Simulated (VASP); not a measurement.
Set up this calculation in VASP 6.6.1, as the native input.

```yaml
Task: single point
Functional: PBEsol
Potentials_or_basis: VASP PAW PBE potentials, release 64 (Cd_sv_GW, F)
Cutoff: 700 eV
k_mesh: 8 × 8 × 8
Occupations: gaussian, width 0.01 eV
Spin: no spin polarisation
Dipole_correction: no
Further_INCAR_settings: ALGO = Normal; EDIFF = 1e-06; NBANDS = 24
```

The structure of CdF2 lies in POSCAR:

```
CdF2
1.0
    2.6240418232      2.6240418232      0.0000000000
   -2.6240418232      2.6240418232      0.0000000000
    0.0000000000      2.6240418232      2.6240418232
Cd F
1 2
Direct
    0.0000000000      0.0000000000      0.0000000000
    0.2500000000      0.7500000000      0.5000000000
    0.7500000000      0.2500000000      0.5000000000
```

The input as run:

INCAR

```
SYSTEM = CdF2
PREC = Accurate
ENCUT = 700
EDIFF = 1E-6
ISMEAR = 0
SIGMA = 0.01
LREAL = .False.
LASPH = .True.
NELM = 120
ALGO = Normal
ISIF = 2
LWAVE = .False.
LCHARG = .False.
GGA = PS
NBANDS = 24
GGA_COMPAT = .False.
```

KPOINTS

```
Automatic mesh
0
Gamma
  8 8 8
  0 0 0
```

Potentials or basis: VASP PAW PBE potentials, release 64 (Cd_sv_GW, F).

Command:

```bash
$ cat potpaw_PBE.64/Cd_sv_GW/POTCAR potpaw_PBE.64/F/POTCAR > POTCAR
$ mpirun -np 1 vasp_std > vasp.out
```

It gave:

| Property | Result |
| --- | --- |
| Pressure | 9.6 GPa |
| Band gap on the k mesh | 3.20 eV (least direct gap 3.58 eV) |

Caveat: the cell stands under pressure; the PAW data sets were made with another functional, which shifts forces and pressure a little.

Run time: 43 s on 1 thread of Intel(R) Xeon(R) Platinum 8259CL CPU @ 2.50GHz (Skylake/Cascade Lake), with other jobs on the host, peak memory 0.2 GiB.
